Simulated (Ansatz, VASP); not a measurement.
Two plane-wave programs on Al2GaP3

```
Al Ga P
1.0
     5.16851    0.00000    0.00000
    -2.58425    4.47606    0.00000
     0.00000    0.00000    7.73473
Al Ga P
2 1 3
Direct
  0.00000 0.00000 0.32199
  0.00000 0.00000 0.67801
  0.00000 0.00000 0.00000
  0.50000 0.00000 0.00000
  0.00000 0.50000 0.00000
  0.50000 0.50000 0.00000
```

Alike in both runs: functional PBE; k mesh 12 × 12 × 6; occupations gaussian, width 0.1 eV; no spin polarisation.

Ansatz relaxed the structure, and its values are those at the end. VASP's run is a single point on that final structure, the one shown.

|  | VASP | Ansatz |
| --- | --- | --- |
| version | VASP 6.6.1 | Ansatz 0.2.0 |
| potentials or method | VASP PAW PBE potentials, release 64 (Al, Ga_d, P), cutoff 520 eV | scalar-relativistic, plane waves, PAW |
| valence electrons in the cell | 34 | 34 |

```csv
,VASP,Ansatz,Ansatz less VASP
gap on the k mesh at the Fermi level (eV),none,none,-
pressure (GPa),0.0,0.0,+0.02
```

A gap of «none» marks a metal or a gap that the smearing closes.
